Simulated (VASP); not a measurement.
# Ge (Imma) in VASP: single point with PBEsol

Aim: the single point of Ge with PBEsol.

Everything below comes from runs of VASP 6.6.1. Logs are shortened: lines on timing, memory, paths and dates and some standing lists are left out, and cuts for length are marked.

**1. The cell of the first run**

Symmetry: Imma, No. 74, orthorhombic system. The conventional cell has a = 3.973 Å, b = 4.037 Å, c = 5.619 Å, α = 90.00°, β = 90.00°, γ = 90.00°. Within 3.2 Å of Ge (site symmetry mm2) lie 4 Ge at 2.44 to 2.45 Å.

**2. Single point, PBEsol (strained cell)**

The input, INCAR:

```
PREC = Accurate
ENCUT = 500
EDIFF = 1E-6
ISMEAR = 0
SIGMA = 0.1
LREAL = F
LASPH = T
NELM = 120
ALGO = Normal
ISIF = 2
LWAVE = F
LCHARG = T
GGA = PS
LELF = T
LVHAR = T
NBANDS = 21
GGA_COMPAT = F
```

The input, KPOINTS:

```
regular mesh
0
Gamma
  12 12 12
```

The input, POSCAR:

```
Ge
1.0
    0.0227029231      2.8321896601      2.8094867369
    2.8321896601      0.0227029231      2.8094867369
    2.8548925832      2.8548925832      0.0000000000
Ge
2
Direct
    0.0011409677      0.0011409677     -0.0011409677
    0.2488590323      0.2488590323      0.2511409677
```

Potentials or basis: VASP PAW PBE potentials, release 64 (Ge_d).

Launch:

```sh
$ cat potpaw_PBE.64/Ge_d/POTCAR > POTCAR
$ mpirun -np 1 vasp_std > vasp.out
```

OUTCAR:

```text
PREC = Accurate
   ENCUT = 500
   EDIFF = 1E-6
   ISMEAR = 0
   LREAL = F
   LASPH = T
   NELM = 120
   ISIF = 2
   GGA = PS

 ion  position               nearest neighbor table
   1  0.001  0.001  0.999-   2 2.44   2 2.44   2 2.45   2 2.45
   2  0.249  0.249  0.251-   1 2.44   1 2.44   1 2.45   1 2.45

  LATTYP: Found a body centered orthorhombic cell.
 ALAT       =     3.9732142468
 B/A-ratio  =     1.0161616161
 C/A-ratio  =     1.4142135623

  Lattice vectors:

 A1 = (   2.8321896601,   0.0227029231,  -2.8094867369)
 A2 = (  -2.8321896601,  -0.0227029231,  -2.8094867369)
 A3 = (   0.0227029231,   2.8321896601,   2.8094867369)

Analysis of symmetry for initial positions (statically):
=====================================================================
 Subroutine PRICEL returns:
 Original cell was already a primitive cell.

 Routine SETGRP: Setting up the symmetry group for a
 body centered orthorhombic supercell.

 Subroutine GETGRP returns: Found  8 space group operations
 (whereof  4 operations were pure point group operations)
 out of a pool of  8 trial point group operations.

The static configuration has the point symmetry C_2v.
 The point group associated with its full space group is D_2h.

Analysis of symmetry for dynamics (positions and initial velocities):
=====================================================================
 Subroutine PRICEL returns:
 Original cell was already a primitive cell.

 Routine SETGRP: Setting up the symmetry group for a
 body centered orthorhombic supercell.

 Subroutine GETGRP returns: Found  8 space group operations
 (whereof  4 operations were pure point group operations)
 out of a pool of  8 trial point group operations.

The dynamic configuration has the point symmetry C_2v.
 The point group associated with its full space group is D_2h.

 Subroutine INISYM returns: Found  8 space group operations
 (whereof  4 operations are pure point group operations),
 and found     1 'primitive' translations

----------------------------------------------------------------------------------------

                                     Primitive cell

  volume of cell :      45.0686

  direct lattice vectors                    reciprocal lattice vectors
     0.022702923  2.832189660  2.809486737    -0.177968450  0.177968450  0.177968450
     2.832189660  0.022702923  2.809486737     0.177968450 -0.177968450  0.177968450
     2.854892583  2.854892583  0.000000000     0.175137938  0.175137938 -0.177968450

  length of vectors
     3.989364538  3.989364538  4.037427810     0.308250398  0.308250398  0.304990760

  position of ions in fractional coordinates (direct lattice)
     0.001140968  0.001140968  0.998859032
     0.248859032  0.248859032  0.251140968

  ion indices of the primitive-cell ions
   primitive index   ion index
                 1           1
                 2           2

----------------------------------------------------------------------------------------

 KPOINTS: regular mesh

Automatic generation of k-mesh.
 Grid dimensions read from file:
 generate k-points for:   12   12   12

 Generating k-lattice:

  Cartesian coordinates                     Fractional coordinates (reciprocal lattice)
    -0.014830704  0.014830704  0.014830704     0.083333333  0.000000000  0.000000000
     0.014830704 -0.014830704  0.014830704     0.000000000  0.083333333  0.000000000
     0.014594828  0.014594828 -0.014830704     0.000000000  0.000000000  0.083333333

  Length of vectors
     0.025687533  0.025687533  0.025415897

  Shift w.r.t. Gamma in fractional coordinates (k-lattice)
     0.000000000  0.000000000  0.000000000

 Subroutine IBZKPT returns following result:
 ===========================================

 Found    280 irreducible k-points:

 Following reciprocal coordinates:
            Coordinates               Weight
  0.000000  0.000000  0.000000      1.000000
  0.083333  0.000000  0.000000      4.000000
  0.166667  0.000000  0.000000      4.000000
  0.250000 -0.000000  0.000000      4.000000
  0.333333  0.000000  0.000000      4.000000
  0.416667  0.000000  0.000000      4.000000
[... 16 lines left out ...]
  0.500000  0.166667  0.000000      4.000000
 -0.416667  0.166667  0.000000      4.000000
 [... further k-points ...]
   k-points           NKPTS =    280   k-points in BZ     NKDIM =    280   number of bands    NBANDS=     21
   number of dos      NEDOS =    301   number of ions     NIONS =      2
   total plane-waves  NPLWV =  27000
   dimension x,y,z NGX =    30 NGY =   30 NGZ =   30
   dimension x,y,z NGXF=    60 NGYF=   60 NGZF=   60
   ions per type =               2
   NGX,Y,Z   is equivalent  to a cutoff of  12.50, 12.50, 12.35 a.u.
   NGXF,Y,Z  is equivalent  to a cutoff of  25.00, 25.00, 24.71 a.u.
 SYSTEM =  unknown system
   PREC   = accura    normal or accurate (medium, high low for compatibility)
   ISTART =      0    job   : 0-new  1-cont  2-samecut
   ICHARG =      2    charge: 1-file 2-atom 10-const
   ISPIN  =      1    spin polarized calculation?
   LNONCOLLINEAR =      F non collinear calculations
   LSORBIT =      F    spin-orbit coupling
   LASPH  =      T    aspherical Exc in radial PAW
   ENCUT  =  500.0 eV  36.75 Ry    6.06 a.u.   7.27  7.27  7.36*2*pi/ulx,y,z
   NELM   =    120;   NELMIN=  2; NELMDL= -5     # of ELM steps
   EDIFF  = 0.1E-05   stopping-criterion for ELM
   LREAL  =      F    real-space projection
   EDIFFG = 0.1E-04   stopping-criterion for IOM
   NSW    =      0    number of steps for IOM
   IBRION =     -1    ionic relax: 0-MD 1-quasi-New 2-CG
   NFREE  =      0    steps in history (QN), initial steepest desc. (CG)
   ISIF   =      2    stress and relaxation
   ISYM   =      2    0-nonsym 1-usesym 2-fastsym
   POTIM  = 0.5000    time-step for ionic-motion
   TEBEG  =    0.0;   TEEND  =   0.0 temperature during run
   PSTRESS=    0.0 pullay stress
   NELECT =      28.0000    total number of electrons
   NUPDOWN=      -1.0000    fix difference up-down
   EMIN   =  10.00;   EMAX   =-10.00  energy-range for DOS
   EFERMI =   0.00;   METHOD = LEGACY
   ISMEAR =     0;   SIGMA  =   0.10  broadening in eV -4-tet -1-fermi 0-gaus
   EFERMI_NEDOS =   21; number of points for ismear=-14 and -15
   IALGO  =     38    algorithm
   IMIX   =      4    mixing-type and parameters
     AMIX     =   0.40;   BMIX     =  1.00
     AMIX_MAG =   1.60;   BMIX_MAG =  1.00
  volume/ion in A,a.u.               =      22.53       152.07
  Fermi-wavevector in a.u.,A,eV,Ry     =   1.396914  2.639784 26.549974  1.951368
  Thomas-Fermi vector in A             =   2.520221
   LORBIT       =      0    0 simple, 1 ext, 2 COOP (PROOUT), +10 PAW based schemes
   GGA     = PS    functional components
   LHFCALC =     F    Hartree Fock is set to
   AEXX    =    0.0000 exact exchange contribution
   IVDW    =     0    specifies the selected vdW correction
   LEPSILON=     F    determine dielectric tensor
   LRPA    =     F    only Hartree local field effects (RPA)
 non-spin polarized calculation
 Gauss-broadening in eV      SIGMA  =   0.10
  energy-cutoff  :      500.00
  volume of cell :       45.07
 maximum number of plane-waves:      1165
 NGX is ok and might be reduce to    30
   NGX = 15   NGY = 15   NGZ = 15

 number of electron      28.0000020 magnetization

 Free energy of the ion-electron system (eV)
  ---------------------------------------------------
  ext. energy  EPLUGINS =         0.00000000
  ---------------------------------------------------
  free energy    TOTEN  =        -9.86917369 eV

  energy without entropy =       -9.86888993  energy(sigma->0) =       -9.86903181

 E-fermi :   4.9272     XC(G=0): -10.1512

 val. band max:        4.8150962621   @ k =   0.0000   0.0000   0.0000
 cond. band min:       4.9311124645   @ k =   0.0000   0.0000   0.0000
 fundamental gap:      0.1160162024
 Fermi energy:         4.9271579947

 k-point     1 :       0.0000    0.0000    0.0000
  band No.  band energies     occupation
      1     -19.8680      2.00000
      2     -19.8642      2.00000
      3     -19.8560      2.00000
      4     -19.8260      2.00000
      5     -19.8253      2.00000
      6     -19.6194      2.00000
[... 13 lines left out ...]
     20      14.3216      0.00000
     21      14.4784      0.00000

 k-point     2 :       0.0833    0.0000    0.0000
  band No.  band energies     occupation
      1     -19.8701      2.00000
      2     -19.8646      2.00000
      3     -19.8611      2.00000
      4     -19.8195      2.00000
      5     -19.8194      2.00000
      6     -19.6240      2.00000
[... 13 lines left out ...]
     20      13.6956      0.00000
     21      13.8588      0.00000

 k-point     3 :       0.1667    0.0000    0.0000
  band No.  band energies     occupation
      1     -19.8769      2.00000
      2     -19.8695      2.00000
      3     -19.8612      2.00000
      4     -19.8075      2.00000
      5     -19.8072      2.00000
      6     -19.6322      2.00000
[... 13 lines left out ...]
     20      13.1066      0.00000
     21      13.2782      0.00000

 k-point     4 :       0.2500   -0.0000    0.0000
  band No.  band energies     occupation
      1     -19.8827      2.00000
      2     -19.8760      2.00000
      3     -19.8558      2.00000
      4     -19.7960      2.00000
      5     -19.7954      2.00000
      6     -19.6393      2.00000
[... 13 lines left out ...]
     20      13.0875      0.00000
     21      13.2676      0.00000

 k-point     5 :       0.3333    0.0000    0.0000
  band No.  band energies     occupation
      1     -19.8862      2.00000
      2     -19.8799      2.00000
      3     -19.8502      2.00000
      4     -19.7885      2.00000
      5     -19.7864      2.00000
      6     -19.6457      2.00000
[... 13 lines left out ...]
     20      13.7559      0.00000
     21      13.9361      0.00000
[... 382 lines left out ...]
     20      14.5649      0.00000
     21      15.1048      0.00000

 k-point    22 :       0.4167    0.1667    0.0000
  band No.  band energies     occupation
      1     -19.9019      2.00000
      2     -19.8819      2.00000
      3     -19.8382      2.00000
      4     -19.7787      2.00000
      5     -19.7560      2.00000
      6     -19.6907      2.00000
[... 13 lines left out ...]
     20      15.0936      0.00000
     21      16.0041      0.00000

 k-point    23 :       0.5000    0.1667    0.0000
  band No.  band energies     occupation
      1     -19.9053      2.00000
      2     -19.8858      2.00000
      3     -19.8269      2.00000
      4     -19.7697      2.00000
      5     -19.7585      2.00000
      6     -19.6840      2.00000
[... 13 lines left out ...]
     20      15.8602      0.00000
     21      16.0720      0.00000

 k-point    24 :      -0.4167    0.1667    0.0000
  band No.  band energies     occupation
      1     -19.9050      2.00000
      2     -19.8886      2.00000
      3     -19.8216      2.00000
      4     -19.7675      2.00000
      5     -19.7628      2.00000
      6     -19.6694      2.00000
[... 13 lines left out ...]
     20      14.4810      0.00000
     21      15.2268      0.00000

 [... further k-points ...]

------------------------ aborting loop because EDIFF is reached ----------------------------------------

  FORCE on cell =-STRESS in cart. coord.  units (eV):
  Direction    XX          YY          ZZ          XY          YZ          ZX
  --------------------------------------------------------------------------------------
  -------------------------------------------------------------------------------------
  Total        0.0932526      0.0932526      0.2485411     -0.2665025      0.0000000      0.0000000
  in kB        3.3151088      3.3151088      8.8355793     -9.4741047      0.0000000      0.0000000
  external PRESSURE =       5.1552657 kB  Pullay stress =       0.0000000 kB

 VOLUME and BASIS-vectors are now :
 -----------------------------------------------------------------------------
  energy-cutoff  :      500.00
  volume of cell :       45.07
      direct lattice vectors                 reciprocal lattice vectors
     0.022702923  2.832189660  2.809486737    -0.177968450  0.177968450  0.177968450
     2.832189660  0.022702923  2.809486737     0.177968450 -0.177968450  0.177968450
     2.854892583  2.854892583  0.000000000     0.175137938  0.175137938 -0.177968450

 POSITION                                       TOTAL-FORCE (eV/Angst)
 -----------------------------------------------------------------------------------
      2.85489      2.85489      0.00641        -0.000000     -0.000000     -0.001871
      1.42745      1.42745      1.39833         0.000000      0.000000      0.001871
 -----------------------------------------------------------------------------------
    total drift:                                0.000000      0.000000     -0.000000

  FREE ENERGIE OF THE ION-ELECTRON SYSTEM (eV)
  ---------------------------------------------------
  free  energy   TOTEN  =        -9.8691736938 eV

  energy  without entropy=       -9.8688899289  energy(sigma->0) =       -9.86903181
```

Run time: 3.1 min. Hardware: 1 thread of Intel Xeon Platinum 8375C at 2.90GHz (Ice Lake), shared host; peak memory 0.31 GiB.

Results:

```
Free energy : -9.8692 eV
Pressure    : 0.5 GPa
```

Stress tensor (GPa, compression positive):
```
 0.33 -0.95  0.00
-0.95  0.33  0.00
 0.00  0.00  0.88
```

Levels at points of the mesh, in eV from the Fermi level:
```tsv
k point	band 11	band 12	band 13	band 14	band 15	band 16	band 17	band 18
(0.00, 0.00, 0.00)	-12.85	-0.11	0.00	0.02	0.03	2.45	2.50	2.60
(0.50, 0.00, 0.00)	-10.70	-7.66	-1.54	-1.42	0.03	3.61	3.71	6.90
(0.50, 0.50, 0.00)	-8.95	-8.88	-3.26	-3.06	0.47	0.73	9.46	9.57
(0.00, 0.00, 0.50)	-10.78	-7.68	-1.40	-1.38	0.20	3.73	3.73	7.00
(0.50, 0.00, 0.50)	-8.95	-8.95	-3.11	-3.11	0.66	0.66	9.48	9.48
```

Caveat: the cell differs from its parent crystal (strained cell); the PAW data sets were made with another functional, which shifts forces and pressure a little.
